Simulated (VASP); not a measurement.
# Cl (Cmce) in VASP: further runs

The runs below take Cl through single point, with PBE+D3(BJ).

Program: VASP 6.6.1. These are calculated values, not measurements. Logs are shortened: lines on timing, memory, paths and dates and some standing lists are left out, and cuts for length are marked.

**1. The cell of the first run**

Symmetry: Cmce, No. 64, orthorhombic system. Conventional cell: a = 6.591 Å, b = 4.069 Å, c = 7.971 Å, α = 90.00°, β = 90.00°, γ = 90.00°. Cl (site symmetry m) has 1 Cl at 2.03 Å within 2.7 Å.

**2. Single point, PBE+D3(BJ) (strain along c alone, the other axes held: -1.5 %, then relaxed in part)**

INCAR

```
SYSTEM = Cl
PREC = Accurate
ENCUT = 520
EDIFF = 1E-7
ISMEAR = 0
SIGMA = 0.02
LREAL = .FALSE.
LASPH = .TRUE.
NELM = 80
ALGO = Normal
ISIF = 2
LWAVE = .FALSE.
LCHARG = .FALSE.
GGA = PE
IVDW = 12
NBANDS = 38
```

KPOINTS

```
regular mesh
0
G
  4 8 4
  0 0 0
```

POSCAR

```
Cl
1.0
    6.5914602617      0.0000000000      0.0000000000
    0.0000000000      4.0687806256      0.0000000000
    0.0000000000      0.0000000000      7.9708127275
Cl
8
Direct
    0.5000000000      0.3715206404      0.1094776500
    0.5000000000      0.8715206404      0.3905223500
    0.5000000000      0.6284793596      0.8905223500
    0.5000000000      0.1284793596      0.6094776500
    0.0000000000      0.8715206404      0.1094776500
    0.0000000000      0.3715206404      0.3905223500
    0.0000000000      0.1284793596      0.8905223500
    0.0000000000      0.6284793596      0.6094776500
```

Potentials or basis: VASP PAW PBE potentials, release 64 (Cl).

The run is started by

```sh
$ cat potpaw_PBE.64/Cl/POTCAR > POTCAR
$ mpirun -np 1 vasp_std > vasp.out
```

OUTCAR:

```text
SYSTEM = Cl
   PREC = Accurate
   ENCUT = 520
   EDIFF = 1E-7
   ISMEAR = 0
   LREAL = .FALSE.
   LASPH = .TRUE.
   NELM = 80
   ISIF = 2
   GGA = PE
   IVDW = 12
 IVDW          = 12

 ion  position               nearest neighbor table
   1  0.500  0.372  0.109-   3 2.03
   2  0.500  0.872  0.391-   4 2.03
   3  0.500  0.628  0.891-   1 2.03
   4  0.500  0.128  0.609-   2 2.03
   5  0.000  0.872  0.109-   7 2.03
   6  0.000  0.372  0.391-   8 2.03
   7  0.000  0.128  0.891-   5 2.03
   8  0.000  0.628  0.609-   6 2.03

  LATTYP: Found a simple orthorhombic cell.
 ALAT       =     4.0687806256
 B/A-ratio  =     1.6200087614
 C/A-ratio  =     1.9590175684

  Lattice vectors:

 A1 = (   0.0000000000,  -4.0687806256,   0.0000000000)
 A2 = (   6.5914602617,   0.0000000000,   0.0000000000)
 A3 = (   0.0000000000,   0.0000000000,   7.9708127275)

Analysis of symmetry for initial positions (statically):
=====================================================================
 Subroutine PRICEL returns following result:

  LATTYP: Found a base centered orthorhombic cell.
 ALAT       =     4.0687806256
 B/A-ratio  =     1.6200087614
 C/A-ratio  =     1.9590175684

  Lattice vectors:

 A1 = (  -3.2957301308,  -2.0343903128,   0.0000000000)
 A2 = (   3.2957301308,  -2.0343903128,   0.0000000000)
 A3 = (   0.0000000000,   0.0000000000,   7.9708127275)

   2 primitive cells build up your supercell.

 Routine SETGRP: Setting up the symmetry group for a
 simple orthorhombic supercell.

 Subroutine GETGRP returns: Found  8 space group operations
 (whereof  4 operations were pure point group operations)
 out of a pool of  8 trial point group operations.

The static configuration has the point symmetry C_2h.
 The point group associated with its full space group is D_2h.

Analysis of symmetry for dynamics (positions and initial velocities):
=====================================================================
 Subroutine PRICEL returns following result:

  LATTYP: Found a base centered orthorhombic cell.
 ALAT       =     4.0687806256
 B/A-ratio  =     1.6200087614
 C/A-ratio  =     1.9590175684

  Lattice vectors:

 A1 = (  -3.2957301308,  -2.0343903128,   0.0000000000)
 A2 = (   3.2957301308,  -2.0343903128,   0.0000000000)
 A3 = (   0.0000000000,   0.0000000000,   7.9708127275)

   2 primitive cells build up your supercell.

 Routine SETGRP: Setting up the symmetry group for a
 simple orthorhombic supercell.

 Subroutine GETGRP returns: Found  8 space group operations
 (whereof  4 operations were pure point group operations)
 out of a pool of  8 trial point group operations.

The dynamic configuration has the point symmetry C_2h.
 The point group associated with its full space group is D_2h.

 Subroutine INISYM returns: Found  8 space group operations
 (whereof  4 operations are pure point group operations),
 and found     2 'primitive' translations

----------------------------------------------------------------------------------------

                                     Primitive cell

  volume of cell :     106.8854

  direct lattice vectors                    reciprocal lattice vectors
    -3.295730131 -2.034390313  0.000000000    -0.151711451 -0.245773880  0.000000000
     3.295730131 -2.034390313  0.000000000     0.151711451 -0.245773880  0.000000000
     0.000000000  0.000000000  7.970812728     0.000000000  0.000000000  0.125457721

  length of vectors
     3.873058357  3.873058357  7.970812728     0.288827222  0.288827222  0.125457721

  position of ions in fractional coordinates (direct lattice)
     0.128479360  0.128479360  0.109477650
     0.628479360  0.628479360  0.390522350
     0.871520640  0.871520640  0.890522350
     0.371520640  0.371520640  0.609477650

  ion indices of the primitive-cell ions
   primitive index   ion index
                 1           1
                 2           2
                 3           3
                 4           4

----------------------------------------------------------------------------------------

 KPOINTS: regular mesh

Automatic generation of k-mesh.
 Grid dimensions read from file:
 generate k-points for:    4    8    4

 Generating k-lattice:

  Cartesian coordinates                     Fractional coordinates (reciprocal lattice)
     0.037927863  0.000000000  0.000000000     0.250000000  0.000000000  0.000000000
     0.000000000  0.030721735  0.000000000     0.000000000  0.125000000  0.000000000
     0.000000000  0.000000000  0.031364430     0.000000000  0.000000000  0.250000000

  Length of vectors
     0.037927863  0.030721735  0.031364430

  Shift w.r.t. Gamma in fractional coordinates (k-lattice)
     0.000000000  0.000000000  0.000000000

 Subroutine IBZKPT returns following result:
 ===========================================

 Found     45 irreducible k-points:

 Following reciprocal coordinates:
            Coordinates               Weight
  0.000000  0.000000  0.000000      1.000000
  0.250000  0.000000  0.000000      2.000000
  0.500000  0.000000  0.000000      1.000000
  0.000000  0.125000  0.000000      2.000000
  0.250000  0.125000  0.000000      4.000000
  0.500000  0.125000  0.000000      2.000000
[... 16 lines left out ...]
  0.250000  0.250000  0.250000      8.000000
  0.500000  0.250000  0.250000      4.000000
 [... further k-points ...]
   k-points           NKPTS =     45   k-points in BZ     NKDIM =     45   number of bands    NBANDS=     38
   number of dos      NEDOS =    301   number of ions     NIONS =      8
   total plane-waves  NPLWV =  90000
   dimension x,y,z NGX =    50 NGY =   30 NGZ =   60
   dimension x,y,z NGXF=   100 NGYF=   60 NGZF=  120
   ions per type =               8
   NGX,Y,Z   is equivalent  to a cutoff of  12.61, 12.26, 12.51 a.u.
   NGXF,Y,Z  is equivalent  to a cutoff of  25.22, 24.52, 25.03 a.u.
 SYSTEM =  Cl
   PREC   = accura    normal or accurate (medium, high low for compatibility)
   ISTART =      0    job   : 0-new  1-cont  2-samecut
   ICHARG =      2    charge: 1-file 2-atom 10-const
   ISPIN  =      1    spin polarized calculation?
   LNONCOLLINEAR =      F non collinear calculations
   LSORBIT =      F    spin-orbit coupling
   LASPH  =      T    aspherical Exc in radial PAW
   ENCUT  =  520.0 eV  38.22 Ry    6.18 a.u.  12.26  7.57 14.82*2*pi/ulx,y,z
   NELM   =     80;   NELMIN=  2; NELMDL= -5     # of ELM steps
   EDIFF  = 0.1E-06   stopping-criterion for ELM
   LREAL  =      F    real-space projection
   EDIFFG = 0.1E-05   stopping-criterion for IOM
   NSW    =      0    number of steps for IOM
   IBRION =     -1    ionic relax: 0-MD 1-quasi-New 2-CG
   NFREE  =      0    steps in history (QN), initial steepest desc. (CG)
   ISIF   =      2    stress and relaxation
   ISYM   =      2    0-nonsym 1-usesym 2-fastsym
   POTIM  = 0.5000    time-step for ionic-motion
   TEBEG  =    0.0;   TEEND  =   0.0 temperature during run
   PSTRESS=    0.0 pullay stress
   NELECT =      56.0000    total number of electrons
   NUPDOWN=      -1.0000    fix difference up-down
   EMIN   =  10.00;   EMAX   =-10.00  energy-range for DOS
   EFERMI =   0.00;   METHOD = LEGACY
   ISMEAR =     0;   SIGMA  =   0.02  broadening in eV -4-tet -1-fermi 0-gaus
   EFERMI_NEDOS =   21; number of points for ismear=-14 and -15
   IALGO  =     38    algorithm
   IMIX   =      4    mixing-type and parameters
     AMIX     =   0.40;   BMIX     =  1.00
     AMIX_MAG =   1.60;   BMIX_MAG =  1.00
  volume/ion in A,a.u.               =      26.72       180.32
  Fermi-wavevector in a.u.,A,eV,Ry     =   1.047502  1.979491 14.929121  1.097259
  Thomas-Fermi vector in A             =   2.182384
   LORBIT       =      0    0 simple, 1 ext, 2 COOP (PROOUT), +10 PAW based schemes
   GGA     = PE    functional components
   LHFCALC =     F    Hartree Fock is set to
   AEXX    =    0.0000 exact exchange contribution
   IVDW    =    12    specifies the selected vdW correction
   LEPSILON=     F    determine dielectric tensor
   LRPA    =     F    only Hartree local field effects (RPA)
 non-spin polarized calculation
 Gauss-broadening in eV      SIGMA  =   0.02
  energy-cutoff  :      520.00
  volume of cell :      213.77
 maximum number of plane-waves:      5831
 NGX is ok and might be reduce to    50

 number of electron      55.9999979 magnetization

 Free energy of the ion-electron system (eV)
  ---------------------------------------------------
  ext. energy  EPLUGINS =         0.00000000
  ---------------------------------------------------
  free energy    TOTEN  =       -14.57983467 eV

  energy without entropy =      -14.57983467  energy(sigma->0) =      -14.57983467

 E-fermi :   0.2194     XC(G=0):  -8.1096

 val. band max:        0.0573096506   @ k =   0.0000   0.0000   0.0000
 cond. band min:       2.3601829188   @ k =   0.0000   0.0000   0.0000
 fundamental gap:      2.3028732683
 Fermi energy:         0.2194063270

 k-point     1 :       0.0000    0.0000    0.0000
  band No.  band energies     occupation
      1     -16.6587      2.00000
      2     -16.4503      2.00000
      3     -16.2575      2.00000
      4     -16.1086      2.00000
      5     -13.0114      2.00000
      6     -12.8103      2.00000
[... 30 lines left out ...]
     37       8.5784      0.00000
     38       9.2731      0.00000

 k-point     2 :       0.2500    0.0000    0.0000
  band No.  band energies     occupation
      1     -16.6293      2.00000
      2     -16.4819      2.00000
      3     -16.2362      2.00000
      4     -16.1309      2.00000
      5     -12.9829      2.00000
      6     -12.8407      2.00000
[... 30 lines left out ...]
     37       8.6347      0.00000
     38       9.3370      0.00000
[... 859 lines left out ...]
     37       9.4877      0.00000
     38       9.6608      0.00000

 k-point    24 :       0.5000    0.2500    0.2500
  band No.  band energies     occupation
      1     -16.4182      2.00000
      2     -16.4182      2.00000
      3     -16.2285      2.00000
      4     -16.2285      2.00000
      5     -12.7147      2.00000
      6     -12.7147      2.00000
[... 30 lines left out ...]
     37       9.5914      0.00000
     38       9.5916      0.00000

 [... further k-points ...]

------------------------ aborting loop because EDIFF is reached ----------------------------------------

 Edisp (eV)   -1.32856

 E8    (eV) :    -0.4465

  FORCE on cell =-STRESS in cart. coord.  units (eV):
  Direction    XX          YY          ZZ          XY          YZ          ZX
  --------------------------------------------------------------------------------------
  -------------------------------------------------------------------------------------
  Total      -0.05859    -0.10677    -0.46324     0.00000    -0.00000     0.00000
  in kB      -0.43914    -0.80024    -3.47193     0.00000    -0.00000     0.00000
  external pressure =       -1.57 kB  Pullay stress =        0.00 kB

 VOLUME and BASIS-vectors are now :
 -----------------------------------------------------------------------------
  energy-cutoff  :      520.00
  volume of cell :      213.77
      direct lattice vectors                 reciprocal lattice vectors
     6.591460262  0.000000000  0.000000000     0.151711451  0.000000000  0.000000000
     0.000000000  4.068780626  0.000000000     0.000000000  0.245773880  0.000000000
     0.000000000  0.000000000  7.970812728     0.000000000  0.000000000  0.125457721

 POSITION                                       TOTAL-FORCE (eV/Angst)
 -----------------------------------------------------------------------------------
      3.29573      1.51164      0.87263         0.000000      0.083383     -0.145776
      3.29573      3.54603      3.11278        -0.000000      0.083383      0.145776
      3.29573      2.55714      7.09819        -0.000000     -0.083383      0.145776
      3.29573      0.52275      4.85803        -0.000000     -0.083383     -0.145776
      0.00000      3.54603      0.87263         0.000000      0.083383     -0.145776
      0.00000      1.51164      3.11278        -0.000000      0.083383      0.145776
      0.00000      0.52275      7.09819        -0.000000     -0.083383      0.145776
      0.00000      2.55714      4.85803        -0.000000     -0.083383     -0.145776
 -----------------------------------------------------------------------------------
    total drift:                                0.000000      0.000000     -0.000000

  FREE ENERGIE OF THE ION-ELECTRON SYSTEM (eV)
  ---------------------------------------------------
  free  energy   TOTEN  =       -15.9083970403 eV

  energy  without entropy=      -15.9083970403  energy(sigma->0) =      -15.90839704
```

Wall time 9.3 min (1 thread of Intel Xeon 8259CL, shared host); peak memory 0.43 GiB.

What came out:

```
Free energy                : -15.9084 eV
Pressure                   : -0.2 GPa
Largest force              : 0.168 eV/Å
Band gap on the k mesh     : 2.30 eV
Dispersion energy per atom : -0.166 eV
```

Forces on the atoms (eV/Å):
```
Cl   0.000  0.083 -0.146
Cl   0.000  0.083  0.146
Cl   0.000 -0.083  0.146
Cl   0.000 -0.083 -0.146
Cl   0.000  0.083 -0.146
Cl   0.000  0.083  0.146
Cl   0.000 -0.083  0.146
Cl   0.000 -0.083 -0.146
```

Stress tensor (GPa, compression positive):
```
-0.04  0.00  0.00
 0.00 -0.08  0.00
 0.00  0.00 -0.35
```

Caveat: the cell differs from its parent crystal (strain along c alone, the other axes held: -1.5 %, then relaxed in part). A k mesh can miss the band edges.

**3. Single point, PBE+D3(BJ)**

This run uses another cell than the first one, of 27.13 Å³/atom.

INCAR

```
ALGO     = Normal         # electronic algorithm
EDIFF    = 1E-6           # SCF threshold, eV
ENCUT    = 520            # plane-wave cutoff, eV
GGA      = PE             # functional
ISIF     = 2              # what is computed and relaxed
ISMEAR   = 0              # smearing method
IVDW     = 12             # dispersion correction
LASPH    = True           # aspherical terms in the spheres
LCHARG   = False          # write CHGCAR
LREAL    = False          # projectors in reciprocal space
LWAVE    = False          # write WAVECAR
NBANDS   = 38             # bands
NELM     = 60             # most SCF steps
PREC     = Accurate       # precision mode
SIGMA    = 0.02           # smearing width, eV
```

KPOINTS

```
k-points
0
Gamma
  4 8 4
```

POSCAR

```
Cl
1.0
    6.5914602617      0.0000000000      0.0000000000
    0.0000000000      4.0687806256      0.0000000000
    0.0000000000      0.0000000000      8.0921956624
Cl
8
Direct
    0.5000000000      0.3755227850      0.1089019673
    0.5000000000      0.8755227850      0.3910980327
    0.5000000000      0.6244772150      0.8910980327
    0.5000000000      0.1244772150      0.6089019673
    0.0000000000      0.8755227850      0.1089019673
    0.0000000000      0.3755227850      0.3910980327
    0.0000000000      0.1244772150      0.8910980327
    0.0000000000      0.6244772150      0.6089019673
```

Potentials or basis: VASP PAW PBE potentials, release 64 (Cl).

The run is started by

```sh
$ cat potpaw_PBE.64/Cl/POTCAR > POTCAR
$ mpirun -np 1 vasp_std > vasp.out
```

Wall time 8.4 min (1 thread of Intel Xeon 8259CL, shared host); peak memory 0.43 GiB.

It converged, with:

```yaml
Free_energy: -15.9149 eV
Pressure: -0.4 GPa
Largest_force: 0.175 eV/Å
Band_gap_on_the_k_mesh: 2.24 eV
Dispersion_energy_per_atom: -0.163 eV
```

Forces on the atoms (eV/Å):
```
Cl   0.000  0.084 -0.154
Cl   0.000  0.084  0.154
Cl   0.000 -0.084  0.154
Cl   0.000 -0.084 -0.154
Cl   0.000  0.084 -0.154
Cl   0.000  0.084  0.154
Cl   0.000 -0.084  0.154
Cl   0.000 -0.084 -0.154
```

Stress tensor (GPa, compression positive):
```
-0.06  0.00  0.00
 0.00 -0.26  0.00
 0.00  0.00 -0.76
```

Levels at points of the mesh, in eV from the valence-band top:
```
           k point  band 25  band 26  band 27  band 28  band 29  band 30  band 31  band 32
(0.00, 0.00, 0.00)    -0.37    -0.21    -0.15     0.00     2.24     2.30     2.91     3.09
(0.50, 0.00, 0.00)    -0.38    -0.38    -0.08    -0.08     2.29     2.29     3.00     3.00
(0.00, 0.50, 0.00)    -0.64    -0.64    -0.22    -0.22     2.91     2.91     2.98     2.98
(0.50, 0.50, 0.00)    -0.35    -0.35    -0.35    -0.35     2.95     2.95     2.95     2.95
(0.00, 0.00, 0.50)    -0.74    -0.74    -0.10    -0.10     2.54     2.54     2.59     2.59
(0.50, 0.00, 0.50)    -0.37    -0.37    -0.37    -0.37     2.59     2.59     2.59     2.59
(0.00, 0.50, 0.50)    -0.18    -0.18    -0.18    -0.18     2.64     2.64     2.64     2.64
(0.50, 0.50, 0.50)    -0.09    -0.09    -0.09    -0.09     2.64     2.64     2.64     2.64
```

A k mesh can miss the band edges.

**4. Single point, PBE+D3(BJ)**

This run uses another cell than the first one: it holds 4 atoms, not 8.

INCAR

```
SYSTEM = Cl
  PREC = Accurate
  ENCUT = 520
  EDIFF = 1E-7
  ISMEAR = 0
  SIGMA = 0.02
  LREAL = .False.
  LASPH = .True.
  NELM = 80
  ALGO = Normal
  ISIF = 2
  LWAVE = .False.
  LCHARG = .False.
  GGA = PE
  IVDW = 12
  NBANDS = 22
```

KPOINTS

```
regular mesh
0
Gamma
  8 8 4
  0 0 0
```

POSCAR

```
Cl
1.0
    3.2957301791     -2.0343904395      0.0000000000
    3.2957301791      2.0343904395      0.0000000000
    0.0000000000      0.0000000000      8.0921954596
Cl
4
Direct
    0.1244772185      0.8755227815      0.1089019669
    0.6244772185      0.3755227815      0.3910980331
    0.8755227815      0.1244772185      0.8910980331
    0.3755227815      0.6244772185      0.6089019669
```

The run is started by

```sh
$ cat potpaw_PBE.64/Cl/POTCAR > POTCAR
$ mpirun -np 1 vasp_std > vasp.out
```

Run time: 66 s. Hardware: 1 thread of Intel Xeon 6975P-C (Granite Rapids), shared host; peak memory 0.27 GiB.

It converged, with:

```yaml
Free_energy: -7.9574 eV
Pressure: -0.4 GPa
Largest_force: 0.175 eV/Å
Band_gap_on_the_k_mesh: 2.24 eV
Dispersion_energy_per_atom: -0.163 eV
```

Forces in eV/Å, atoms in the order of the input:
```
Cl   0.000  0.084 -0.153
Cl   0.000  0.084  0.153
Cl   0.000 -0.084  0.153
Cl   0.000 -0.084 -0.153
```

Stress tensor (GPa, compression positive):
```
-0.06  0.00  0.00
 0.00 -0.26  0.00
 0.00  0.00 -0.76
```

Levels at points of the mesh, in eV from the valence-band top:
```tsv
k point	band 11	band 12	band 13	band 14	band 15	band 16	band 17	band 18
(0.00, 0.00, 0.00)	-0.99	-0.37	-0.21	0.00	2.24	3.09	6.85	7.22
(0.50, 0.00, 0.00)	-0.88	-0.88	-0.35	-0.35	2.95	2.95	8.03	8.03
(0.50, 0.50, 0.00)	-1.44	-1.16	-0.41	-0.15	2.30	2.91	8.43	8.44
(0.00, 0.00, 0.50)	-0.83	-0.83	-0.10	-0.10	2.59	2.59	7.31	7.31
(0.50, 0.00, 0.50)	-0.60	-0.60	-0.09	-0.09	2.64	2.64	8.32	8.32
(0.50, 0.50, 0.50)	-0.92	-0.92	-0.74	-0.74	2.54	2.54	9.07	9.07
```

A k mesh can miss the band edges. As with any semilocal functional, this PBE gap is likely too small.

**5. Summary**

| cell | k mesh | gap on the mesh (eV) | pressure (GPa) | largest force (eV/Å) |
| --- | --- | --- | --- | --- |
| a = 6.591, b = 4.069, c = 7.971 Å, 8 atoms, atomic positions A | 4 × 8 × 4 | 2.30 | -0.2 | 0.17 |
| a = 6.591, b = 4.069, c = 8.092 Å, 8 atoms, atomic positions B | 4 × 8 × 4 | 2.24 | -0.4 | 0.18 |
| a = 3.873, b = 3.873, c = 8.092 Å, angles 90.0, 90.0, 63.4°, 4 atoms, atomic positions C | 8 × 8 × 4 | 2.24 | -0.4 | 0.17 |

Alike in all rows: task single point; level PBE+D3(BJ); potentials or basis VASP PAW PBE potentials, release 64 (Cl); no spin polarisation; cutoff (eV) 520; smearing gaussian 0.02 eV.

Absolute energies hang on the potentials; compare differences alone.
